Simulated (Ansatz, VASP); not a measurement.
## One calculation of P, two programs

Contents of POSCAR:

```
P
1.0
    3.2837277200      0.0000000000      0.0000000000
    0.0000000000     34.8570309900      0.0000000000
    0.0000000000      0.0000000000      4.7710472513
P
4
Direct
    0.0000000000      0.9702614300      0.5921507200
    0.0000000000      0.0297385700      0.4078492800
    0.5000000000      0.0297385700      0.0921507200
    0.5000000000      0.9702614300      0.9078492800
```

The input INCAR.step1:

```
  PREC = Accurate
  ENCUT = 520
  ISMEAR = 0
  SIGMA = 0.05
  LREAL = F
  LASPH = T
  NELM = 80
  NBANDS = 18
  GGA = PE
  ALGO = Normal
  EDIFF = 1E-4
  LWAVE = T
  LCHARG = F
```

INCAR.step2

```
  PREC = Accurate
  ENCUT = 520
  EDIFF = 1E-6
  ISMEAR = 0
  SIGMA = 0.05
  LREAL = F
  LASPH = T
  NELM = 80
  ALGO = Normal
  ISIF = 2
  LWAVE = F
  LCHARG = F
  METAGGA = R2SCAN
  LMIXTAU = T
  NBANDS = 18
  ISTART = 1
```

File KPOINTS:

```
Automatic mesh
0
Gamma
  8 1 6
```

Input for Ansatz:

```yaml
crystal:
  lattice:
    - [3.28372772, 0.0, 0.0]
    - [0.0, 34.85703099, 0.0]
    - [0.0, 0.0, 4.7710472513]
  atoms:
    - { symbol: P, position: [0.0, 0.97026143, 0.59215072] }
    - { symbol: P, position: [0.0, 0.02973857, 0.40784928] }
    - { symbol: P, position: [0.5, 0.02973857, 0.09215072] }
    - { symbol: P, position: [0.5, 0.97026143, 0.90784928] }
basis:
  ecutwfc: 500
kpoints:
  mp_grid: { grid: [8, 1, 6] }
hamiltonian:
  xc: r2scan
scf:
  occupations: { method: gaussian, width: 0.05 }
output:
  forces: true
  stress: true
  eigenvalues: true
```

Change from the starting cell: strain +0.0300 x Voigt [0, 0, 1, 0, 0, 0], atoms carried along.

Alike in both runs: task single point; functional r2SCAN; k mesh 8 × 1 × 6; occupations gaussian, width 0.05 eV; no spin polarisation.

|  | VASP | Ansatz |
| --- | --- | --- |
| version | VASP 6.6.1 | Ansatz 0.2.0 |
| potentials or method | VASP PAW PBE potentials, release 64 (P), cutoff 520 eV | scalar-relativistic, plane waves, PAW |
| valence electrons in the cell | 20 | 20 |

```tsv
	VASP	Ansatz	Ansatz less VASP
gap on the k mesh at the Fermi level (eV)	1.32	1.29	-0.029
least direct gap on the mesh (eV)	1.32	1.29	-0.029
rms of the force components (eV/Å)	0.251	0.206	-0.0444
```

VASP's potentials were made for PBE, not for r2SCAN. Atom by atom the forces differ by 0.053 eV/Å (rms over components). The functional is the same, so the differences come from potentials, cutoffs and numerics.
